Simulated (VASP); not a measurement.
The system is Al2Au.

```xyz
3
Lattice="0.0000 3.0588 3.0588 3.0588 0.0000 3.0588 3.0588 3.0588 0.0000" Properties=species:S:1:pos:R:3 pbc="T T T"
Au    0.0000    0.0000    0.0000
Al    4.5883    4.5883    4.5883
Al    1.5294    1.5294    1.5294
```

This cell differs from its parent crystal: volume scaled by 1.06.

Program: VASP 6.6.1. Alike in all runs: task single point; no spin polarisation; cell as given; k mesh 8 × 8 × 8; cutoff (eV) 520; smearing fermi-dirac 0.05 eV.

Order these runs on this cell by their pressure, lowest first.
A. level PBE; potentials or basis VASP PAW PBE potentials, release 64 (Au, Al)
B. level PBEsol; potentials or basis VASP PAW PBE potentials, release 64 (Au, Al)
C. level LDA; potentials or basis VASP PAW LDA potentials, release 64 (Au, Al)

C (-7.9 GPa), B (-5.9 GPa), A (-3.0 GPa).

Caveats: the PAW data sets were made with another functional, which shifts forces and pressure a little (some runs).
